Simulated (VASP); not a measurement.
# Al32O (a cell with a defect) in VASP: further runs

Runs on Al32O (a cell with a defect). Level: PBEsol. Tasks: single point.

Everything below comes from runs of VASP 6.6.1. Logs are shortened: lines on timing, memory, paths and dates and some standing lists are left out, and cuts for length are marked.

## Step 1: The cell of the first run

The cell holds a defect, 33 atoms: a = 8.100 Å, b = 8.100 Å, c = 8.100 Å, α = 90.00°, β = 90.00°, γ = 90.00°.

## Step 2: Single point, PBEsol

The input, INCAR:

```
SYSTEM = Al32O
ALGO = Normal
EDIFF = 1E-6
ENCUT = 520
GGA = PS
ISIF = 2
ISMEAR = -1
LASPH = .True.
LCHARG = .False.
LREAL = Auto
LWAVE = .False.
NBANDS = 73
NELM = 60
PREC = Accurate
SIGMA = 0.15
```

The input, KPOINTS:

```
k-points
0
Gamma
  2 2 2
  0 0 0
```

The input, POSCAR:

```
Al32O
1.0
    8.1000000000      0.0000000000      0.0000000000
    0.0000000000      8.1000000000      0.0000000000
    0.0000000000      0.0000000000      8.1000000000
Al O
32 1
Direct
    0.5044630102      0.0044354883     -0.0001652344
    0.7455046951      0.2454773029     -0.0001691856
    0.7490222984      0.0009140571      0.2508874145
   -0.0013403341      0.0033096488      0.0012593087
    0.2512980013      0.2465821056      0.0012504099
    0.5033416478      0.4986352077      0.0012602003
    0.7466134935      0.7512735322      0.0012493035
    0.2498851605      0.0044447546      0.2544167983
    0.5009418916      0.2489940505      0.2508892582
    0.7454857411      0.5000598688      0.2544218804
    0.5009434029      0.0009173932      0.4989649353
    0.7490169443      0.2489905035      0.4989629205
    0.7454836564      0.0044519012      0.7500362645
   -0.0105731807      0.4894149932      0.0105243564
    0.2605060519      0.7604931208      0.0104791676
    0.0000851237      0.2454631523      0.2544172840
    0.2513162903      0.4986267284      0.2532742243
    0.5044676460      0.7498600794      0.2544122530
    0.0000873866      0.0044424945      0.4954379007
    0.2498764457      0.2454737404      0.4954459832
    0.5044716989      0.5000646644      0.4954363024
    0.7455028510      0.7498538947      0.4954476708
    0.2513166516      0.0033066224      0.7486018289
    0.5044762479      0.2454595927      0.7500387844
    0.7466215128      0.4986269111      0.7486025942
   -0.0013446356      0.7512878670      0.2532755754
   -0.0013411971      0.4986350509      0.4965560751
    0.2512985904      0.7512750870      0.4965511130
   -0.0013453486      0.2465889388      0.7486066202
    0.2605899667      0.4893760098      0.7393636560
    0.5033398967      0.7512889853      0.7486060176
   -0.0105932303      0.7605586106      0.7393829955
    0.1249722231      0.6249243421      0.8748764231
```

Potentials or basis: VASP PAW PBE potentials, release 64 (Al, O).

Started as:

```console
$ cat potpaw_PBE.64/Al/POTCAR potpaw_PBE.64/O/POTCAR > POTCAR
$ mpirun -np 1 vasp_std > vasp.out
```

OUTCAR:

```text
SYSTEM = Al32O
   EDIFF = 1E-6
   ENCUT = 520
   GGA = PS
   ISIF = 2
   ISMEAR = -1
   LASPH = .True.
   LREAL = Auto
   NELM = 60
   PREC = Accurate

 ion  position               nearest neighbor table
   1  0.504  0.004  1.000-   2 2.76  15 2.80  13 2.81  24 2.81   5 2.84   7 2.84   3 2.84   9 2.84
                            31 2.89  23 2.89  18 2.92   8 2.92
   2  0.746  0.245  1.000-   1 2.76  14 2.80  13 2.81  24 2.81   6 2.84   4 2.84   3 2.84   9 2.84
                            29 2.89  25 2.89  16 2.92  10 2.92
   3  0.749  0.001  0.251-  18 2.84   1 2.84  16 2.84  19 2.84   2 2.84  22 2.84  12 2.84  11 2.84
                             9 2.84  26 2.86   4 2.86   7 2.86
   4  0.999  0.003  0.001-  16 2.84   2 2.84   5 2.84  29 2.84   3 2.86  26 2.89   7 2.89   8 2.89
                            13 2.89  32 2.89  15 2.89  23 2.89
   5  0.251  0.247  0.001-   8 2.84   1 2.84   4 2.84  23 2.84   9 2.86  17 2.89   6 2.89  16 2.89
                            24 2.89  30 2.89  14 2.89  29 2.89
   6  0.503  0.499  0.001-  10 2.84   2 2.84   7 2.84  25 2.84   9 2.86  17 2.89   5 2.89  18 2.89
                            24 2.89  30 2.89  15 2.89  31 2.89
   7  0.747  0.751  0.001-  18 2.84   1 2.84   6 2.84  31 2.84   3 2.86  26 2.89   4 2.89  10 2.89
                            13 2.89  32 2.89  14 2.89  25 2.89
   8  0.250  0.004  0.254-  20 2.76  15 2.80  16 2.81  19 2.81   5 2.84  28 2.84   9 2.84  11 2.84
                             4 2.89  26 2.89   1 2.92  18 2.92
   9  0.501  0.249  0.251-   8 2.84  10 2.84   1 2.84  21 2.84   2 2.84  20 2.84  12 2.84  11 2.84
[... 32 lines left out ...]
                            22 2.89  32 2.89  14 2.89   7 2.89
  26  0.999  0.751  0.253-  19 2.84  22 2.84  28 2.84  27 2.84   3 2.86   4 2.89   7 2.89   8 2.89
                            10 2.89  14 2.89  15 2.89  17 2.89
  27  0.999  0.499  0.497-  10 2.84  16 2.84  26 2.84  17 2.84  12 2.86  25 2.89  29 2.89  22 2.89
                            20 2.89  30 2.89  28 2.89  32 2.89
  28  0.251  0.751  0.497-   8 2.84  18 2.84  26 2.84  17 2.84  11 2.86  23 2.89  31 2.89  19 2.89
                            21 2.89  30 2.89  32 2.89  27 2.89
  29  0.999  0.247  0.749-  13 2.84  19 2.84   4 2.84  23 2.84  12 2.86  25 2.89  27 2.89   2 2.89
                            20 2.89  30 2.89  14 2.89   5 2.89
  30  0.261  0.489  0.739-  33 1.90  24 2.80  21 2.80  20 2.80   6 2.89  31 2.89   5 2.89  28 2.89
                            29 2.89  27 2.89  15 3.11  14 3.11  32 3.11
  31  0.503  0.751  0.749-  13 2.84  22 2.84   7 2.84  25 2.84  11 2.86  23 2.89  28 2.89   1 2.89
                            21 2.89  30 2.89  15 2.89   6 2.89
  32  0.989  0.761  0.739-  33 1.90  13 2.80  19 2.80  22 2.80   4 2.89  23 2.89   7 2.89  25 2.89
                            28 2.89  27 2.89  15 3.11  14 3.11  30 3.11
  33  0.125  0.625  0.875-  30 1.90  32 1.90  14 1.90  15 1.90

  LATTYP: Found a simple cubic cell.
 ALAT       =     8.1000000000

  Lattice vectors:

 A1 = (   8.1000000000,   0.0000000000,   0.0000000000)
 A2 = (   0.0000000000,   8.1000000000,   0.0000000000)
 A3 = (   0.0000000000,   0.0000000000,   8.1000000000)

Analysis of symmetry for initial positions (statically):
=====================================================================
 Subroutine PRICEL returns:
 Original cell was already a primitive cell.

 Routine SETGRP: Setting up the symmetry group for a
 simple cubic supercell.

 Subroutine GETGRP returns: Found  1 space group operations
 (whereof  1 operations were pure point group operations)
 out of a pool of 48 trial point group operations.

The static configuration has the point symmetry C_1 .

Analysis of symmetry for dynamics (positions and initial velocities):
=====================================================================
 Subroutine PRICEL returns:
 Original cell was already a primitive cell.

 Routine SETGRP: Setting up the symmetry group for a
 simple cubic supercell.

 Subroutine GETGRP returns: Found  1 space group operations
 (whereof  1 operations were pure point group operations)
 out of a pool of 48 trial point group operations.

The dynamic configuration has the point symmetry C_1 .

 Subroutine INISYM returns: Found  1 space group operations
 (whereof  1 operations are pure point group operations),
 and found     1 'primitive' translations

----------------------------------------------------------------------------------------

                                     Primitive cell

  volume of cell :     531.4410

  direct lattice vectors                    reciprocal lattice vectors
     8.100000000  0.000000000  0.000000000     0.123456790  0.000000000  0.000000000
     0.000000000  8.100000000  0.000000000     0.000000000  0.123456790  0.000000000
[... 87 lines left out ...]
     0.061728395  0.000000000  0.000000000     0.500000000  0.000000000  0.000000000
     0.000000000  0.061728395  0.000000000     0.000000000  0.500000000  0.000000000
     0.000000000  0.000000000  0.061728395     0.000000000  0.000000000  0.500000000

  Length of vectors
     0.061728395  0.061728395  0.061728395

  Shift w.r.t. Gamma in fractional coordinates (k-lattice)
     0.000000000  0.000000000  0.000000000

 Subroutine IBZKPT returns following result:
 ===========================================

 Found      8 irreducible k-points:

 Following reciprocal coordinates:
            Coordinates               Weight
  0.000000  0.000000  0.000000      1.000000
  0.500000  0.000000  0.000000      1.000000
  0.000000  0.500000  0.000000      1.000000
  0.000000  0.000000  0.500000      1.000000
  0.500000  0.500000  0.000000      1.000000
  0.000000  0.500000  0.500000      1.000000
  0.500000  0.000000  0.500000      1.000000
  0.500000  0.500000  0.500000      1.000000
   k-points           NKPTS =      8   k-points in BZ     NKDIM =      8   number of bands    NBANDS=     73
   number of dos      NEDOS =    301   number of ions     NIONS =     33
   total plane-waves  NPLWV = 216000
   dimension x,y,z NGX =    60 NGY =   60 NGZ =   60
   dimension x,y,z NGXF=   120 NGYF=  120 NGZF=  120
   ions per type =              32   1
   NGX,Y,Z   is equivalent  to a cutoff of  12.31, 12.31, 12.31 a.u.
   NGXF,Y,Z  is equivalent  to a cutoff of  24.63, 24.63, 24.63 a.u.
 SYSTEM =  Al32O
   PREC   = accura    normal or accurate (medium, high low for compatibility)
   ISTART =      0    job   : 0-new  1-cont  2-samecut
   ICHARG =      2    charge: 1-file 2-atom 10-const
   ISPIN  =      1    spin polarized calculation?
   LNONCOLLINEAR =      F non collinear calculations
   LSORBIT =      F    spin-orbit coupling
   LASPH  =      T    aspherical Exc in radial PAW
   ENCUT  =  520.0 eV  38.22 Ry    6.18 a.u.  15.06 15.06 15.06*2*pi/ulx,y,z
   NELM   =     60;   NELMIN=  2; NELMDL= -5     # of ELM steps
   EDIFF  = 0.1E-05   stopping-criterion for ELM
   LREAL  =      T    real-space projection
   EDIFFG = 0.1E-04   stopping-criterion for IOM
   NSW    =      0    number of steps for IOM
   IBRION =     -1    ionic relax: 0-MD 1-quasi-New 2-CG
   NFREE  =      0    steps in history (QN), initial steepest desc. (CG)
   ISIF   =      2    stress and relaxation
   ISYM   =      2    0-nonsym 1-usesym 2-fastsym
   POTIM  = 0.5000    time-step for ionic-motion
   TEBEG  =    0.0;   TEEND  =   0.0 temperature during run
   PSTRESS=    0.0 pullay stress
   NELECT =     102.0000    total number of electrons
   NUPDOWN=      -1.0000    fix difference up-down
   EMIN   =  10.00;   EMAX   =-10.00  energy-range for DOS
   EFERMI =   0.00;   METHOD = LEGACY
   ISMEAR =    -1;   SIGMA  =   0.15  broadening in eV -4-tet -1-fermi 0-gaus
   EFERMI_NEDOS =   21; number of points for ismear=-14 and -15
   IALGO  =     38    algorithm
   IMIX   =      4    mixing-type and parameters
     AMIX     =   0.40;   BMIX     =  1.00
     AMIX_MAG =   1.60;   BMIX_MAG =  1.00
  volume/ion in A,a.u.               =      16.10       108.68
  Fermi-wavevector in a.u.,A,eV,Ry     =   0.944329  1.784523 12.133087  0.891757
  Thomas-Fermi vector in A             =   2.072123
   LORBIT       =      0    0 simple, 1 ext, 2 COOP (PROOUT), +10 PAW based schemes
   GGA     = PS    functional components
   LHFCALC =     F    Hartree Fock is set to
   AEXX    =    0.0000 exact exchange contribution
   IVDW    =     0    specifies the selected vdW correction
   LEPSILON=     F    determine dielectric tensor
   LRPA    =     F    only Hartree local field effects (RPA)
 non-spin polarized calculation
  energy-cutoff  :      520.00
  volume of cell :      531.44
 maximum number of plane-waves:     14400
   NGX = 31   NGY = 31   NGZ = 31

 number of electron     101.9999993 magnetization

 Free energy of the ion-electron system (eV)
  ---------------------------------------------------
  ext. energy  EPLUGINS =         0.00000000
  ---------------------------------------------------
  free energy    TOTEN  =      -140.22274964 eV

  energy without entropy =     -139.26471577  energy(sigma->0) =     -139.74373270

 E-fermi :   7.7567     XC(G=0): -10.3006

 val. band max:        7.6517158829   @ k =   0.5000   0.0000   0.0000
 cond. band min:       7.7921048750   @ k =   0.5000   0.0000   0.0000
 fundamental gap:      0.1403889921
 Fermi energy:         7.7566762672

 k-point     1 :       0.0000    0.0000    0.0000
  band No.  band energies     occupation
      1     -13.3339      2.00000
      2      -3.0091      2.00000
      3      -1.1943      2.00000
      4      -1.1940      2.00000
      5      -1.1936      2.00000
      6      -0.9187      2.00000
[... 517 lines left out ...]
     62      11.2674      0.00000
     63      11.2674      0.00000
 [bands above 63 left out]

------------------------ aborting loop because EDIFF is reached ----------------------------------------

  FORCE on cell =-STRESS in cart. coord.  units (eV):
  Direction    XX          YY          ZZ          XY          YZ          ZX
  --------------------------------------------------------------------------------------
  -------------------------------------------------------------------------------------
  Total       -2.4279203     -2.4275164     -2.4262945     -0.0015354      0.0002227     -0.0014929
  in kB       -7.3196440     -7.3184261     -7.3147424     -0.0046289      0.0006714     -0.0045008
  external PRESSURE =      -7.3176042 kB  Pullay stress =       0.0000000 kB

 VOLUME and BASIS-vectors are now :
 -----------------------------------------------------------------------------
  energy-cutoff  :      520.00
  volume of cell :      531.44
      direct lattice vectors                 reciprocal lattice vectors
     8.100000000  0.000000000  0.000000000     0.123456790  0.000000000  0.000000000
     0.000000000  8.100000000  0.000000000     0.000000000  0.123456790  0.000000000
     0.000000000  0.000000000  8.100000000     0.000000000  0.000000000  0.123456790

 POSITION                                       TOTAL-FORCE (eV/Angst)
 -----------------------------------------------------------------------------------
      4.08615      0.03593      8.09866        -0.003658     -0.003417     -0.001408
      6.03859      1.98837      8.09863         0.003225      0.003502     -0.001108
      6.06708      0.00740      2.03219        -0.003547      0.004059      0.004253
      8.08914      0.02681      0.01020        -0.000728      0.000272     -0.001094
      2.03551      1.99732      0.01013         0.000297      0.000232     -0.000036
      4.07707      4.03895      0.01021         0.000001     -0.000639     -0.000721
[... 25 lines left out ...]
      8.01419      6.16052      5.98900        -0.006683      0.006201     -0.007299
      1.01228      5.06189      7.08650         0.000078      0.000998      0.001774
 -----------------------------------------------------------------------------------
    total drift:                               -0.000073     -0.000671     -0.001171

  FREE ENERGIE OF THE ION-ELECTRON SYSTEM (eV)
  ---------------------------------------------------
  free  energy   TOTEN  =      -140.2227496358 eV

  energy  without entropy=     -139.2647157693  energy(sigma->0) =     -139.74373270
```

It took 18 min on 1 thread of Intel Xeon 8259CL, shared host; peak memory 0.58 GiB.

What came out:

- Free energy: -140.2227 eV
- Pressure: -0.7 GPa
- Largest force: 0.015 eV/Å
- Band gap on the k mesh: zero (bands 51 and 52 overlap by 0.82 eV)

Forces in eV/Å, atoms in the order of the input:
```
Al  -0.004 -0.003 -0.001
Al   0.003  0.004 -0.001
Al  -0.004  0.004  0.004
Al  -0.001  0.000 -0.001
Al   0.000  0.000  0.000
Al   0.000 -0.001 -0.001
Al   0.000  0.000  0.000
Al   0.000 -0.004 -0.004
Al   0.004 -0.004  0.004
Al   0.004  0.001 -0.003
Al   0.004  0.004 -0.004
Al  -0.005 -0.005 -0.005
Al   0.004 -0.004  0.001
Al  -0.007 -0.008  0.007
Al   0.009  0.009  0.008
Al   0.001  0.004 -0.003
Al   0.000 -0.001  0.000
Al  -0.004 -0.001 -0.003
Al   0.001 -0.003  0.004
Al  -0.001  0.004  0.004
Al  -0.003  0.001  0.004
Al   0.003 -0.001  0.004
Al   0.000  0.000 -0.001
Al  -0.004  0.004  0.001
Al   0.001  0.000  0.000
Al  -0.001  0.000  0.000
Al   0.001  0.000  0.001
Al   0.000  0.000  0.001
Al   0.001  0.001  0.000
Al   0.006 -0.006 -0.007
Al   0.000 -0.001 -0.001
Al  -0.007  0.006 -0.007
O    0.000  0.001  0.002
```

Levels at points of the mesh, in eV from the Fermi level:
```tsv
k point	band 49	band 50	band 51	band 52	band 53	band 54
(0.00, 0.00, 0.00)	0.30	0.30	0.30	0.51	0.65	0.65
(0.50, 0.00, 0.00)	-0.21	-0.12	-0.12	-0.10	0.04	0.18
(0.00, 0.50, 0.00)	-0.21	-0.12	-0.12	-0.10	0.04	0.18
(0.00, 0.00, 0.50)	-0.21	-0.12	-0.12	-0.10	0.04	0.18
(0.50, 0.50, 0.00)	-0.17	-0.17	0.11	0.62	0.96	1.00
(0.00, 0.50, 0.50)	-0.17	-0.17	0.11	0.62	0.96	1.00
(0.50, 0.00, 0.50)	-0.17	-0.17	0.11	0.62	0.96	1.00
(0.50, 0.50, 0.50)	-0.54	-0.54	-0.54	-0.52	-0.52	-0.52
```

Caveat: the k points lie up to 0.39 Å⁻¹ apart, too coarse for converged energies and pressures of a metal; the PAW data sets were made with another functional, which shifts forces and pressure a little.

(Continued in part 2 of 2.)
